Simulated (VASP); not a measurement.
# PtF2 (Fm-3m) in VASP: single point with PBE

Aim: the single point of PtF2 with PBE.

Everything below comes from runs of VASP 6.6.1. Logs are shortened: lines on timing, memory, paths and dates and some standing lists are left out, and cuts for length are marked.

### 1 The cell of the first run

Symmetry: Fm-3m, No. 225, cubic system. The conventional cell has a = 5.422 Å, b = 5.422 Å, c = 5.422 Å, α = 90.00°, β = 90.00°, γ = 90.00°. Pt (site symmetry m-3m) has 8 F at 2.35 Å within 3.1 Å. Within 3.1 Å of F (site symmetry -43m) lie 4 Pt at 2.35 Å and 6 F at 2.71 Å.

### 2 Single point, PBE

Contents of INCAR:

```
  ALGO = Normal
  EDIFF = 1E-7
  ENCUT = 520
  GGA = PE
  ISIF = 2
  ISMEAR = 0
  LASPH = T
  LCHARG = F
  LREAL = F
  LWAVE = F
  NBANDS = 19
  NELM = 100
  PREC = Accurate
  SIGMA = 0.1
```

Contents of KPOINTS:

```
k-points
0
Gamma
  6 6 6
```

Contents of POSCAR:

```
PtF2
1.0
    0.0000000000      2.7112193400      2.7112193400
    2.7112193400      0.0000000000      2.7112193400
    2.7112193400      2.7112193400      0.0000000000
Pt F
1 2
Direct
    0.5000000000      0.5000000000      0.5000000000
    0.2500000000      0.2500000000      0.2500000000
    0.7500000000      0.7500000000      0.7500000000
```

Potentials or basis: VASP PAW PBE potentials, release 64 (Pt, F).

On the command line:

```bash
cat potpaw_PBE.64/Pt/POTCAR potpaw_PBE.64/F/POTCAR > POTCAR
mpirun -np 1 vasp_std > vasp.out
```

OUTCAR:

```text
EDIFF = 1E-7
   ENCUT = 520
   GGA = PE
   ISIF = 2
   ISMEAR = 0
   LASPH = T
   LREAL = F
   NELM = 100
   PREC = Accurate

 ion  position               nearest neighbor table
   1  0.500  0.500  0.500-   2 2.35   3 2.35   2 2.35   2 2.35   2 2.35   3 2.35   3 2.35   3 2.35

   2  0.250  0.250  0.250-   1 2.35   1 2.35   1 2.35   1 2.35
   3  0.750  0.750  0.750-   1 2.35   1 2.35   1 2.35   1 2.35

  LATTYP: Found a face centered cubic cell.
 ALAT       =     5.4224386800

  Lattice vectors:

 A1 = (   0.0000000000,   2.7112193400,   2.7112193400)
 A2 = (   2.7112193400,   0.0000000000,   2.7112193400)
 A3 = (   2.7112193400,   2.7112193400,   0.0000000000)

Analysis of symmetry for initial positions (statically):
=====================================================================
 Subroutine PRICEL returns:
 Original cell was already a primitive cell.

 Routine SETGRP: Setting up the symmetry group for a
 face centered cubic supercell.

 Subroutine GETGRP returns: Found 48 space group operations
 (whereof 48 operations were pure point group operations)
 out of a pool of 48 trial point group operations.

The static configuration has the point symmetry O_h .

Analysis of symmetry for dynamics (positions and initial velocities):
=====================================================================
 Subroutine PRICEL returns:
 Original cell was already a primitive cell.

 Routine SETGRP: Setting up the symmetry group for a
 face centered cubic supercell.

 Subroutine GETGRP returns: Found 48 space group operations
 (whereof 48 operations were pure point group operations)
 out of a pool of 48 trial point group operations.

The dynamic configuration has the point symmetry O_h .

 Subroutine INISYM returns: Found 48 space group operations
 (whereof 48 operations are pure point group operations),
 and found     1 'primitive' translations

----------------------------------------------------------------------------------------

                                     Primitive cell

  volume of cell :      39.8588

  direct lattice vectors                    reciprocal lattice vectors
     0.000000000  2.711219340  2.711219340    -0.184418867  0.184418867  0.184418867
     2.711219340  0.000000000  2.711219340     0.184418867 -0.184418867  0.184418867
     2.711219340  2.711219340  0.000000000     0.184418867  0.184418867 -0.184418867

  length of vectors
     3.834243161  3.834243161  3.834243161     0.319422848  0.319422848  0.319422848

  position of ions in fractional coordinates (direct lattice)
     0.500000000  0.500000000  0.500000000
     0.250000000  0.250000000  0.250000000
     0.750000000  0.750000000  0.750000000

  ion indices of the primitive-cell ions
   primitive index   ion index
                 1           1
                 2           2
                 3           3

----------------------------------------------------------------------------------------

 KPOINTS: k-points

Automatic generation of k-mesh.
 Grid dimensions read from file:
 generate k-points for:    6    6    6

 Generating k-lattice:

  Cartesian coordinates                     Fractional coordinates (reciprocal lattice)
    -0.030736478  0.030736478  0.030736478     0.166666667  0.000000000  0.000000000
     0.030736478 -0.030736478  0.030736478     0.000000000  0.166666667  0.000000000
     0.030736478  0.030736478 -0.030736478     0.000000000  0.000000000  0.166666667

  Length of vectors
     0.053237141  0.053237141  0.053237141

  Shift w.r.t. Gamma in fractional coordinates (k-lattice)
     0.000000000  0.000000000  0.000000000

 Subroutine IBZKPT returns following result:
 ===========================================

 Found     16 irreducible k-points:

 Following reciprocal coordinates:
            Coordinates               Weight
  0.000000  0.000000  0.000000      1.000000
  0.166667  0.000000  0.000000      8.000000
  0.333333  0.000000  0.000000      8.000000
  0.500000  0.000000  0.000000      4.000000
  0.166667  0.166667  0.000000      6.000000
  0.333333  0.166667  0.000000     24.000000
[... 8 lines left out ...]
 -0.333333  0.333333  0.166667     24.000000
 -0.333333  0.500000  0.166667     12.000000
   k-points           NKPTS =     16   k-points in BZ     NKDIM =     16   number of bands    NBANDS=     19
   number of dos      NEDOS =    301   number of ions     NIONS =      3
   total plane-waves  NPLWV =  27000
   dimension x,y,z NGX =    30 NGY =   30 NGZ =   30
   dimension x,y,z NGXF=    60 NGYF=   60 NGZF=   60
   ions per type =               1   2
   NGX,Y,Z   is equivalent  to a cutoff of  13.01, 13.01, 13.01 a.u.
   NGXF,Y,Z  is equivalent  to a cutoff of  26.01, 26.01, 26.01 a.u.
 SYSTEM =  unknown system
   PREC   = accura    normal or accurate (medium, high low for compatibility)
   ISTART =      0    job   : 0-new  1-cont  2-samecut
   ICHARG =      2    charge: 1-file 2-atom 10-const
   ISPIN  =      1    spin polarized calculation?
   LNONCOLLINEAR =      F non collinear calculations
   LSORBIT =      F    spin-orbit coupling
   LASPH  =      T    aspherical Exc in radial PAW
   ENCUT  =  520.0 eV  38.22 Ry    6.18 a.u.   7.13  7.13  7.13*2*pi/ulx,y,z
   NELM   =    100;   NELMIN=  2; NELMDL= -5     # of ELM steps
   EDIFF  = 0.1E-06   stopping-criterion for ELM
   LREAL  =      F    real-space projection
   EDIFFG = 0.1E-05   stopping-criterion for IOM
   NSW    =      0    number of steps for IOM
   IBRION =     -1    ionic relax: 0-MD 1-quasi-New 2-CG
   NFREE  =      0    steps in history (QN), initial steepest desc. (CG)
   ISIF   =      2    stress and relaxation
   ISYM   =      2    0-nonsym 1-usesym 2-fastsym
   POTIM  = 0.5000    time-step for ionic-motion
   TEBEG  =    0.0;   TEEND  =   0.0 temperature during run
   PSTRESS=    0.0 pullay stress
   NELECT =      24.0000    total number of electrons
   NUPDOWN=      -1.0000    fix difference up-down
   EMIN   =  10.00;   EMAX   =-10.00  energy-range for DOS
   EFERMI =   0.00;   METHOD = LEGACY
   ISMEAR =     0;   SIGMA  =   0.10  broadening in eV -4-tet -1-fermi 0-gaus
   EFERMI_NEDOS =   21; number of points for ismear=-14 and -15
   IALGO  =     38    algorithm
   IMIX   =      4    mixing-type and parameters
     AMIX     =   0.40;   BMIX     =  1.00
     AMIX_MAG =   1.60;   BMIX_MAG =  1.00
  volume/ion in A,a.u.               =      13.29        89.66
  Fermi-wavevector in a.u.,A,eV,Ry     =   1.382411  2.612378 26.001562  1.911061
  Thomas-Fermi vector in A             =   2.507105
   LORBIT       =      0    0 simple, 1 ext, 2 COOP (PROOUT), +10 PAW based schemes
   GGA     = PE    functional components
   LHFCALC =     F    Hartree Fock is set to
   AEXX    =    0.0000 exact exchange contribution
   IVDW    =     0    specifies the selected vdW correction
   LEPSILON=     F    determine dielectric tensor
   LRPA    =     F    only Hartree local field effects (RPA)
 non-spin polarized calculation
 Gauss-broadening in eV      SIGMA  =   0.10
  energy-cutoff  :      520.00
  volume of cell :       39.86
 maximum number of plane-waves:      1090
 NGX is ok and might be reduce to    30
   NGX = 15   NGY = 15   NGZ = 15

 number of electron      23.9999982 magnetization

 Free energy of the ion-electron system (eV)
  ---------------------------------------------------
  ext. energy  EPLUGINS =         0.00000000
  ---------------------------------------------------
  free energy    TOTEN  =       -10.75203708 eV

  energy without entropy =      -10.72174713  energy(sigma->0) =      -10.73689210

 E-fermi :   3.8822     XC(G=0): -10.6493

 val. band max:        3.8638809433   @ k =  -0.3333   0.3333   0.0000
 cond. band min:       3.9118077213   @ k =   0.5000   0.3333   0.1667
 fundamental gap:      0.0479267780
 Fermi energy:         3.8821513891

 k-point     1 :       0.0000    0.0000    0.0000
  band No.  band energies     occupation
      1     -20.1993      2.00000
      2     -19.1979      2.00000
      3      -2.9470      2.00000
      4      -2.9470      2.00000
      5      -2.9470      2.00000
      6      -0.3999      2.00000
[... 11 lines left out ...]
     18      19.1274      0.00000
     19      23.2887      0.00000

 k-point     2 :       0.1667    0.0000    0.0000
  band No.  band energies     occupation
      1     -20.1153      2.00000
      2     -19.2663      2.00000
      3      -2.8061      2.00000
      4      -2.8061      2.00000
      5      -2.6463      2.00000
      6      -0.9603      2.00000
[... 11 lines left out ...]
     18      21.0491      0.00000
     19      22.1769      0.00000

 k-point     3 :       0.3333    0.0000    0.0000
  band No.  band energies     occupation
      1     -19.9084      2.00000
      2     -19.4374      2.00000
      3      -2.4892      2.00000
      4      -2.4892      2.00000
      5      -2.0093      2.00000
      6      -1.7205      2.00000
[... 11 lines left out ...]
     18      21.0984      0.00000
     19      21.1478      0.00000

 k-point     4 :       0.5000    0.0000    0.0000
  band No.  band energies     occupation
      1     -19.7099      2.00000
      2     -19.6158      2.00000
      3      -2.3041      2.00000
      4      -2.3041      2.00000
      5      -2.1232      2.00000
      6      -1.5235      2.00000
[... 231 lines left out ...]
     18      18.2229      0.00000
     19      21.4902      0.00000

 k-point    15 :      -0.3333    0.3333    0.1667
  band No.  band energies     occupation
      1     -19.6575      2.00000
      2     -19.6338      2.00000
      3      -2.9712      2.00000
      4      -2.7188      2.00000
      5      -1.7946      2.00000
      6      -1.4506      2.00000
[... 11 lines left out ...]
     18      18.7462      0.00000
     19      21.2103      0.00000

 k-point    16 :      -0.3333    0.5000    0.1667
  band No.  band energies     occupation
      1     -19.6909      2.00000
      2     -19.5876      2.00000
      3      -3.3644      2.00000
      4      -2.5426      2.00000
      5      -1.8365      2.00000
      6      -1.2656      2.00000
[... 11 lines left out ...]
     18      18.0767      0.00000
     19      21.9555      0.00000

------------------------ aborting loop because EDIFF is reached ----------------------------------------

  FORCE on cell =-STRESS in cart. coord.  units (eV):
  Direction    XX          YY          ZZ          XY          YZ          ZX
  --------------------------------------------------------------------------------------
  -------------------------------------------------------------------------------------
  Total        0.3044195      0.3044195      0.3044195     -0.0000000     -0.0000000     -0.0000000
  in kB       12.2365536     12.2365536     12.2365536     -0.0000000     -0.0000000     -0.0000000
  external PRESSURE =      12.2365536 kB  Pullay stress =       0.0000000 kB

 VOLUME and BASIS-vectors are now :
 -----------------------------------------------------------------------------
  energy-cutoff  :      520.00
  volume of cell :       39.86
      direct lattice vectors                 reciprocal lattice vectors
     0.000000000  2.711219340  2.711219340    -0.184418867  0.184418867  0.184418867
     2.711219340  0.000000000  2.711219340     0.184418867 -0.184418867  0.184418867
     2.711219340  2.711219340  0.000000000     0.184418867  0.184418867 -0.184418867

 POSITION                                       TOTAL-FORCE (eV/Angst)
 -----------------------------------------------------------------------------------
      2.71122      2.71122      2.71122         0.000000      0.000000      0.000000
      1.35561      1.35561      1.35561        -0.000000     -0.000000     -0.000000
      4.06683      4.06683      4.06683         0.000000      0.000000      0.000000
 -----------------------------------------------------------------------------------
    total drift:                                0.000000     -0.000000      0.000000

  FREE ENERGIE OF THE ION-ELECTRON SYSTEM (eV)
  ---------------------------------------------------
  free  energy   TOTEN  =       -10.7520370757 eV

  energy  without entropy=      -10.7217471332  energy(sigma->0) =      -10.73689210
```

Wall time 7.5 s (1 thread of Intel Xeon 6975P-C (Granite Rapids), shared host); peak memory 0.17 GiB.

What came out:

```
Free energy            : -10.7520 eV
Pressure               : 1.2 GPa
Band gap on the k mesh : zero (band 12 reaches 4.48 eV, above the bottom of band 13 at 3.67 eV)
```

Caveat: spin-orbit coupling is left out, which moves the levels of the heavy elements.
